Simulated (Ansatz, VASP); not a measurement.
ReOs2: VASP beside Ansatz

```xyz
3
Lattice="4.3272 0.0000 0.0000 -2.1636 3.7475 0.0000 0.0000 0.0000 2.7384" Properties=species:S:1:pos:R:3 pbc="T T T"
Re    0.0000    0.0000    0.0000
Os    0.0000    2.4983    1.3692
Os    2.1636    1.2492    1.3692
```

Alike in both runs: functional PBE; k mesh 6 × 6 × 6; occupations gaussian, width 0.1 eV; no spin polarisation.

Ansatz relaxed the structure, and its values are those at the end. VASP's run is a single point on that final structure, the one shown.

|  | VASP | Ansatz |
| --- | --- | --- |
| version | VASP 6.6.1 | Ansatz 0.2.0 |
| potentials or method | VASP PAW PBE potentials, release 64 (Re, Os), cutoff 520 eV | scalar-relativistic, plane waves, PAW |
| valence electrons in the cell | 23 | 47 |

```csv
,VASP,Ansatz,Ansatz less VASP
gap on the k mesh at the Fermi level (eV),none,none,-
pressure (GPa),-0.2,0.2,+0.36
```

A gap of «none» marks a metal or a gap that the smearing closes. With one functional, cell and mesh, what is left measures potentials, basis and numerics. VASP's potentials hold 23 valence electrons a cell and Ansatz's 47, so a difference there can come from the potentials and not from the codes.

The k mesh is coarse, so the values compare programs but aren't converged. Neither program's run includes spin-orbit coupling.
